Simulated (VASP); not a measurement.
## Pt: relaxation of cell and atoms with LDA

Crystal: Pt.

```
Pt
1.0
     0.00000    1.96090    1.96090
     1.96090    0.00000    1.96090
     1.96090    1.96090    0.00000
Pt
1
Direct
  0.00000 0.00000 0.00000
```

| Property | Result |
| --- | --- |
| Program | VASP 6.6.1 |
| Task | relaxation of cell and atoms |
| Functional | LDA |
| Potentials or basis | VASP PAW LDA potentials, release 64 (Pt) |
| Cutoff | 600 eV |
| k mesh | 19 × 19 × 19 |
| Occupations | fermi-dirac, width 0.05 eV |
| Spin | no spin polarisation |
| Dipole correction | no |
| Further INCAR settings | ALGO = Normal; EDIFF = 1e-07; IBRION = 2; EDIFFG = -0.01; NSW = 80; ISIF = 3 |

```
Relaxed volume                         : 14.80 Å³/atom
Relaxed cell                           : a = 2.756 Å, b = 2.756 Å, c = 2.756 Å, α = 60.00°, β = 60.00°, γ = 60.00°
Space group after relaxing (to 0.05 Å) : Fm-3m (No. 225)
Energy gained by relaxing              : 4.8 meV/atom
Ionic steps                            : 4
Pressure after relaxing                : 0.0 GPa
Band gap on the k mesh                 : zero (band 5 reaches 11.98 eV, above the bottom of band 6 at 9.71 eV)
```

The path:
| step | energy change (eV) | largest force (eV/Å) | pressure (GPa) | volume (Å³) |
| --- | --- | --- | --- | --- |
| 1 | 0.0000 | 0.0000 | -5.44 | 15.08 |
| 2 | 0.0431 | 0.0000 | 20.11 | 13.99 |
| 3 | -0.0048 | 0.0000 | -0.14 | 14.81 |
| 4 | -0.0048 | 0.0000 | -0.01 | 14.80 |

Final structure:
```
CELL_PARAMETERS angstrom
0.00000 1.94877 1.94877
1.94877 0.00000 1.94877
1.94877 1.94877 0.00000
ATOMIC_POSITIONS crystal
Pt 0.00000 0.00000 0.00000
```

Levels at points of the mesh, in eV from the Fermi level:
```csv
k point,band 2,band 3,band 4,band 5,band 6,band 7,band 8,band 9
"(0.00, 0.00, 0.00)",-3.93,-3.93,-3.93,-1.66,-1.66,14.58,19.61,19.61
```

It took 110 s on 1 thread of AMD EPYC 7R43 64-Core Processor (Zen 3) (shared host), peak memory 0.14 GiB.

Caveat: spin-orbit coupling is left out, which moves the levels of the heavy elements. LDA usually gives volumes a few per cent too small.
